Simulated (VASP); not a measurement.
# WS2 (R3m) in VASP: a series of runs

WS2 is run at these levels: PBEsol; tasks: single point.

All numbers are computed with VASP 6.6.1; they aren't measurements. Logs are shortened: lines on timing, memory, paths and dates and some standing lists are left out, and cuts for length are marked.

### 1 The cell of the first run

It takes space group R3m (No. 160, trigonal). Conventional cell: a = 3.158 Å, b = 3.158 Å, c = 18.490 Å, α = 90.00°, β = 90.00°, γ = 120.00°. Within 3.2 Å of W (site symmetry 3m) lie 6 S at 2.39 to 2.42 Å and 6 W at 3.16 Å. Within 3.2 Å of S (site symmetry 3m) lie 3 W at 2.39 Å and 7 S at 3.13 to 3.16 Å. Within 3.2 Å of S (site symmetry 3m) lie 3 W at 2.42 Å and 7 S at 3.13 to 3.16 Å.

### 2 Single point, PBEsol

Contents of INCAR:

```
SYSTEM = WS2
PREC = Accurate ; ENCUT = 520
EDIFF = 1E-6 ; ISMEAR = -1
SIGMA = 0.03 ; LREAL = .False.
LASPH = .True. ; NELM = 100
ALGO = Normal ; ISIF = 2
LWAVE = .False. ; LCHARG = .True.
GGA = PS ; LELF = .True.
LVHAR = .True. ; NBANDS = 20
```

Contents of KPOINTS:

```
Automatic mesh
0
Gamma
  15 15 15
  0 0 0
```

Contents of POSCAR:

```
WS2
1.0
    1.5790003843      0.9116362969      6.1633300000
   -1.5790003843      0.9116362969      6.1633300000
    0.0000000000     -1.8232725938      6.1633300000
W S
1 2
Direct
    0.0000000000      0.0000000000      0.0000000000
    0.7503000000      0.7503000000      0.7503000000
    0.5810000000      0.5810000000      0.5810000000
```

Potentials or basis: VASP PAW PBE potentials, release 64 (W_sv, S).

Run with:

```bash
cat potpaw_PBE.64/W_sv/POTCAR potpaw_PBE.64/S/POTCAR > POTCAR
mpirun -np 1 vasp_std > vasp.out
```

OUTCAR:

```text
SYSTEM = WS2
   PREC = Accurate
   ENCUT = 520
   EDIFF = 1E-6
   ISMEAR = -1
   LREAL = .False.
   LASPH = .True.
   NELM = 100
   ISIF = 2
   GGA = PS

 ion  position               nearest neighbor table
   1  0.000  0.000  0.000-   2 2.39   2 2.39   2 2.39   3 2.42   3 2.42   3 2.42
   2  0.750  0.750  0.750-   1 2.39   1 2.39   1 2.39
   3  0.581  0.581  0.581-   1 2.42   1 2.42   1 2.42

  LATTYP: Found a trigonal (rhomboedric) cell.
 ALAT       =     6.4273602389
 COS(alpha) =     0.8792939096

  Lattice vectors:

 A1 = (   1.5790003843,   0.9116362969,   6.1633300000)
 A2 = (  -1.5790003843,   0.9116362969,   6.1633300000)
 A3 = (   0.0000000000,  -1.8232725938,   6.1633300000)

Analysis of symmetry for initial positions (statically):
=====================================================================
 Subroutine PRICEL returns:
 Original cell was already a primitive cell.

 Routine SETGRP: Setting up the symmetry group for a
 trigonal (rhombohedral) supercell.

 Subroutine GETGRP returns: Found  6 space group operations
 (whereof  6 operations were pure point group operations)
 out of a pool of 12 trial point group operations.

The static configuration has the point symmetry C_3v.

Analysis of symmetry for dynamics (positions and initial velocities):
=====================================================================
 Subroutine PRICEL returns:
 Original cell was already a primitive cell.

 Routine SETGRP: Setting up the symmetry group for a
 trigonal (rhombohedral) supercell.

 Subroutine GETGRP returns: Found  6 space group operations
 (whereof  6 operations were pure point group operations)
 out of a pool of 12 trial point group operations.

The dynamic configuration has the point symmetry C_3v.

 Subroutine INISYM returns: Found  6 space group operations
 (whereof  6 operations are pure point group operations),
 and found     1 'primitive' translations

----------------------------------------------------------------------------------------

                                     Primitive cell

  volume of cell :      53.2317

  direct lattice vectors                    reciprocal lattice vectors
     1.579000384  0.911636297  6.163330000     0.316656034  0.182821447  0.054083318
    -1.579000384  0.911636297  6.163330000    -0.316656034  0.182821447  0.054083318
     0.000000000 -1.823272594  6.163330000     0.000000000 -0.365642893  0.054083318

  length of vectors
     6.427360239  6.427360239  6.427360239     0.369621064  0.369621064  0.369621064

  position of ions in fractional coordinates (direct lattice)
     0.000000000  0.000000000  0.000000000
[... 73 lines left out ...]
   ICHARG =      2    charge: 1-file 2-atom 10-const
   ISPIN  =      1    spin polarized calculation?
   LNONCOLLINEAR =      F non collinear calculations
   LSORBIT =      F    spin-orbit coupling
   LASPH  =      T    aspherical Exc in radial PAW
   ENCUT  =  520.0 eV  38.22 Ry    6.18 a.u.  11.95 11.95 11.95*2*pi/ulx,y,z
   NELM   =    100;   NELMIN=  2; NELMDL= -5     # of ELM steps
   EDIFF  = 0.1E-05   stopping-criterion for ELM
   LREAL  =      F    real-space projection
[... 7 lines left out ...]
   TEBEG  =    0.0;   TEEND  =   0.0 temperature during run
   PSTRESS=    0.0 pullay stress
   NELECT =      26.0000    total number of electrons
   NUPDOWN=      -1.0000    fix difference up-down
   EMIN   =  10.00;   EMAX   =-10.00  energy-range for DOS
   EFERMI =   0.00;   METHOD = LEGACY
   ISMEAR =    -1;   SIGMA  =   0.03  broadening in eV -4-tet -1-fermi 0-gaus
   EFERMI_NEDOS =   21; number of points for ismear=-14 and -15
   IALGO  =     38    algorithm
   IMIX   =      4    mixing-type and parameters
     AMIX     =   0.40;   BMIX     =  1.00
     AMIX_MAG =   1.60;   BMIX_MAG =  1.00
  volume/ion in A,a.u.               =      17.74       119.74
  Fermi-wavevector in a.u.,A,eV,Ry     =   1.289266  2.436359 22.615688  1.662206
  Thomas-Fermi vector in A             =   2.421169
   LORBIT       =      0    0 simple, 1 ext, 2 COOP (PROOUT), +10 PAW based schemes
   GGA     = PS    functional components
   LHFCALC =     F    Hartree Fock is set to
   AEXX    =    0.0000 exact exchange contribution
   IVDW    =     0    specifies the selected vdW correction
   LEPSILON=     F    determine dielectric tensor
   LRPA    =     F    only Hartree local field effects (RPA)
 non-spin polarized calculation
  energy-cutoff  :      520.00
  volume of cell :       53.23
 maximum number of plane-waves:      1452
   NGX = 23   NGY = 23   NGZ = 23

 number of electron      26.0000001 magnetization

 Free energy of the ion-electron system (eV)
  ---------------------------------------------------
  ext. energy  EPLUGINS =         0.00000000
  ---------------------------------------------------
  free energy    TOTEN  =       -25.26332781 eV

  energy without entropy =      -25.26332781  energy(sigma->0) =      -25.26332781

 E-fermi :   7.8839     XC(G=0): -11.1157

 val. band max:        7.3958780880   @ k =   0.4667   0.4667   0.4667
 cond. band min:       8.4310278605   @ k =  -0.2000   0.1333   0.0000
 fundamental gap:      1.0351497725
 Fermi energy:         7.8839077714

 k-point     1 :       0.0000    0.0000    0.0000
  band No.  band energies     occupation
      1     -67.1909      2.00000
      2     -31.4606      2.00000
      3     -31.2781      2.00000
      4     -31.2781      2.00000
      5      -8.2559      2.00000
      6      -6.2416      2.00000
[... 541 lines left out ...]
     19      15.8436      0.00000
     20      16.3391      0.00000

 [... further k-points ...]

------------------------ aborting loop because EDIFF is reached ----------------------------------------

  FORCE on cell =-STRESS in cart. coord.  units (eV):
  Direction    XX          YY          ZZ          XY          YZ          ZX
  --------------------------------------------------------------------------------------
  -------------------------------------------------------------------------------------
  Total       -0.2894184     -0.2894184      0.0689556      0.0000000      0.0000000      0.0000000
  in kB       -8.7109633     -8.7109633      2.0754364      0.0000000      0.0000000      0.0000000
  external PRESSURE =      -5.1154967 kB  Pullay stress =       0.0000000 kB

 VOLUME and BASIS-vectors are now :
 -----------------------------------------------------------------------------
  energy-cutoff  :      520.00
  volume of cell :       53.23
      direct lattice vectors                 reciprocal lattice vectors
     1.579000384  0.911636297  6.163330000     0.316656034  0.182821447  0.054083318
    -1.579000384  0.911636297  6.163330000    -0.316656034  0.182821447  0.054083318
     0.000000000 -1.823272594  6.163330000     0.000000000 -0.365642893  0.054083318

 POSITION                                       TOTAL-FORCE (eV/Angst)
 -----------------------------------------------------------------------------------
      0.00000      0.00000      0.00000         0.000000      0.000000     -0.601518
      0.00000      0.00000     13.87304         0.000000     -0.000000      0.251822
      0.00000      0.00000     10.74268         0.000000      0.000000      0.349696
 -----------------------------------------------------------------------------------
    total drift:                                0.000000      0.000000     -0.000027

  FREE ENERGIE OF THE ION-ELECTRON SYSTEM (eV)
  ---------------------------------------------------
  free  energy   TOTEN  =       -25.2633278104 eV

  energy  without entropy=      -25.2633278102  energy(sigma->0) =      -25.26332781
```

OSZICAR:

```text
N       E                     dE             d eps       ncg     rms          rms(c)
DAV:   1     0.197695186228E+03    0.19770E+03   -0.13038E+04 13776   0.130E+03
DAV:   2    -0.161542158787E+02   -0.21385E+03   -0.20673E+03 16116   0.343E+02
DAV:   3    -0.264107645273E+02   -0.10257E+02   -0.10151E+02 17396   0.707E+01
DAV:   4    -0.265542882889E+02   -0.14352E+00   -0.14341E+00 16596   0.905E+00
DAV:   5    -0.265567459191E+02   -0.24576E-02   -0.24575E-02 17112   0.124E+00    0.277E+01
DAV:   6    -0.254529257682E+02    0.11038E+01   -0.54627E+00 15248   0.161E+01    0.112E+01
DAV:   7    -0.253176208097E+02    0.13530E+00   -0.12910E+00 14452   0.637E+00    0.542E+00
DAV:   8    -0.252650543563E+02    0.52566E-01   -0.26214E-01 15980   0.341E+00    0.124E+00
DAV:   9    -0.252637063960E+02    0.13480E-02   -0.11813E-02 17328   0.738E-01    0.545E-01
DAV:  10    -0.252633560381E+02    0.35036E-03   -0.43164E-03 16152   0.463E-01    0.639E-02
DAV:  11    -0.252633193644E+02    0.36674E-04   -0.54984E-04 15444   0.157E-01    0.587E-02
DAV:  12    -0.252633236049E+02   -0.42405E-05   -0.55336E-05 16044   0.581E-02    0.119E-02
DAV:  13    -0.252633276859E+02   -0.40810E-05   -0.69309E-06 15784   0.190E-02    0.702E-03
DAV:  14    -0.252633278104E+02   -0.12445E-06   -0.99762E-07 10224   0.598E-03
   1 F= -.25263328E+02 E0= -.25263328E+02  d E =-.207530E-09
```

It took 18 min on 1 thread of Intel Xeon 8259CL, shared host; peak memory 0.53 GiB.

What came out:

```
Free energy            : -25.2633 eV
Pressure               : -0.5 GPa
Largest force          : 0.602 eV/Å
Band gap on the k mesh : 1.04 eV (least direct gap 1.89 eV)
```

Forces in eV/Å, atoms in the order of the input:
```
W    0.000  0.000 -0.602
S    0.000  0.000  0.252
S    0.000  0.000  0.350
```

Stress tensor (GPa, compression positive):
```
-0.87  0.00  0.00
 0.00 -0.87  0.00
 0.00  0.00  0.21
```

Caveat: the PAW data sets were made with another functional, which shifts forces and pressure a little; spin-orbit coupling is left out, which moves the levels of the heavy elements. A k mesh can miss the band edges.

### 3 Single point, PBEsol (zz strain of +2 %)

Contents of INCAR:

```
SYSTEM = WS2
PREC     = Accurate       ! precision mode
ENCUT    = 520            ! plane-wave cutoff, eV
EDIFF    = 1E-6           ! SCF threshold, eV
ISMEAR   = -1             ! smearing method
SIGMA    = 0.03           ! smearing width, eV
LREAL    = .False.        ! projectors in reciprocal space
LASPH    = .True.         ! aspherical terms in the spheres
NELM     = 60             ! most SCF steps
ALGO     = Normal         ! electronic algorithm
ISIF     = 2              ! what is computed and relaxed
LWAVE    = .False.        ! write WAVECAR
LCHARG   = .False.        ! write CHGCAR
GGA      = PS             ! functional
NBANDS   = 20             ! bands
```

Contents of KPOINTS:

```
regular mesh
0
Gamma
  15 15 15
  0 0 0
```

Contents of POSCAR:

```
WS2
1.0
    1.5790003843      0.9116362969      6.2865966000
   -1.5790003843      0.9116362969      6.2865966000
    0.0000000000     -1.8232725938      6.2865966000
W S
1 2
Direct
    0.0000000000      0.0000000000      0.0000000000
    0.7503000000      0.7503000000      0.7503000000
    0.5810000000      0.5810000000      0.5810000000
```

Potentials or basis: VASP PAW PBE potentials, release 64 (W_sv, S).

Run with:

```bash
cat potpaw_PBE.64/W_sv/POTCAR potpaw_PBE.64/S/POTCAR > POTCAR
mpirun -np 1 vasp_std > vasp.out
```

Wall time 20 min (1 thread of Intel Xeon Platinum 8488C (Sapphire Rapids), shared host); peak memory 0.58 GiB.

The run converged. Its results:

```yaml
Free_energy: -25.2452 eV
Pressure: -3.9 GPa
Largest_force: 0.925 eV/Å
Band_gap_on_the_k_mesh: 1.11 eV (least direct gap 1.97 eV)
```

Forces on the atoms (eV/Å):
```
W    0.000  0.000 -0.573
S    0.000  0.000 -0.352
S    0.000  0.000  0.925
```

Stress tensor (GPa, compression positive):
```
-2.95  0.00  0.00
 0.00 -2.95  0.00
 0.00  0.00 -5.72
```

Levels at points of the mesh, in eV from the valence-band top:
| k point | band 10 | band 11 | band 12 | band 13 | band 14 | band 15 | band 16 | band 17 |
| --- | --- | --- | --- | --- | --- | --- | --- | --- |
| (0.00, 0.00, 0.00) | -1.96 | -1.96 | -1.56 | -1.16 | 2.36 | 2.36 | 2.63 | 2.63 |

Caveat: the cell differs from its parent crystal (zz strain of +2 %); the cell stands under tension; the PAW data sets were made with another functional, which shifts forces and pressure a little; spin-orbit coupling is left out, which moves the levels of the heavy elements.

### 4 Single point, PBEsol (18.81 Å³/atom)

This run uses another cell than the first one, of 18.81 Å³/atom.

Contents of INCAR:

```
SYSTEM = WS2
ALGO = Normal
EDIFF = 1E-7
ENCUT = 520
GGA = PS
ISIF = 2
ISMEAR = -1
LASPH = .TRUE.
LCHARG = .FALSE.
LREAL = .FALSE.
LWAVE = .FALSE.
NBANDS = 20
NELM = 80
PREC = Accurate
SIGMA = 0.03
```

Contents of KPOINTS:

```
k-points
0
G
  15 15 15
  0 0 0
```

Contents of POSCAR:

```
WS2
1.0
    1.6099690384      0.9295160577      6.2842102968
   -1.6099690384      0.9295160577      6.2842102968
    0.0000000000     -1.8590321154      6.2842102968
W S
1 2
Direct
    0.0000000000      0.0000000000      0.0000000000
    0.7503000000      0.7503000000      0.7503000000
    0.5810000000      0.5810000000      0.5810000000
```

Run with:

```bash
cat potpaw_PBE.64/W_sv/POTCAR potpaw_PBE.64/S/POTCAR > POTCAR
mpirun -np 1 vasp_std > vasp.out
```

Run time: 23 min. Hardware: 1 thread of Intel Xeon Platinum 8488C (Sapphire Rapids), shared host; peak memory 0.6 GiB.

The run converged. Its results:

- Free energy: -25.1644 eV
- Pressure: -9.1 GPa
- Largest force: 1.263 eV/Å
- Band gap on the k mesh: 1.07 eV (least direct gap 1.75 eV)

Forces on the atoms (eV/Å):
```
W    0.000  0.000 -0.523
S    0.000  0.000 -0.739
S    0.000  0.000  1.263
```

Stress tensor (GPa, compression positive):
```
-9.17  0.00  0.00
 0.00 -9.17  0.00
 0.00  0.00 -8.95
```

Levels at points of the mesh, in eV from the valence-band top:
| k point | band 11 | band 12 | band 13 | band 14 | band 15 | band 16 |
| --- | --- | --- | --- | --- | --- | --- |
| (0.00, 0.00, 0.00) | -2.11 | -1.48 | -1.03 | 2.12 | 2.12 | 2.40 |

Caveat: the cell stands under tension; the PAW data sets were made with another functional, which shifts forces and pressure a little; spin-orbit coupling is left out, which moves the levels of the heavy elements. A k mesh can miss the band edges.

### 5 Summary

| cell | gap on the mesh (eV) | pressure (GPa) | largest force (eV/Å) |
| --- | --- | --- | --- |
| a = 6.427 Å, angles 28.4°, 3 atoms | 1.04 | -0.5 | 0.60 |
| a = 6.546 Å, angles 27.9°, 3 atoms | 1.11 | -3.9 | 0.92 |
| a = 6.553 Å, angles 28.4°, 3 atoms | 1.07 | -9.1 | 1.26 |

Alike in all rows: task single point; level PBEsol; potentials or basis VASP PAW PBE potentials, release 64 (W_sv, S); no spin polarisation; k mesh 15 × 15 × 15; cutoff (eV) 520; smearing fermi-dirac 0.03 eV.

Caveats: the PAW data sets were made with another functional, which shifts forces and pressure a little; spin-orbit coupling is left out, which moves the levels of the heavy elements; the cell stands under tension (at least some runs).

Total energies depend on the potentials used, so only differences within one code and one set of settings carry meaning.
